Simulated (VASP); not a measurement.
Crystal: CdS (Hawleyite).

```
Cd S
1.0
     0.00000    2.91650    2.91650
     2.91650    0.00000    2.91650
     2.91650    2.91650    0.00000
Cd S
1 1
Cartesian
  0.0000 0.0000 0.0000
  4.3748 4.3748 4.3748
```

Base run:

```yaml
Program: VASP 6.6.1
Functional: PBEsol
Potentials_or_basis: VASP PAW PBE potentials, release 64 (Cd, S)
Cutoff: 520 eV
k_mesh: 5 × 5 × 5
Occupations: fermi-dirac, width 0.05 eV
Spin: no spin polarisation
```

Its results: band gap on the k mesh 1.00 eV, direct; pressure 0.2 GPa.

Question: The run is repeated on the same cell with these changes: functional from PBEsol to PBE; further incar settings from ALGO = Normal; EDIFF = 1e-06; NBANDS = 16 to ALGO = Normal; EDIFF = 1e-07; NBANDS = 16. What comes out?

Answer: Band gap on the k mesh 1.15 eV, direct; pressure 3.2 GPa.

Caveats: the PAW data sets were made with another functional, which shifts forces and pressure a little (some runs).

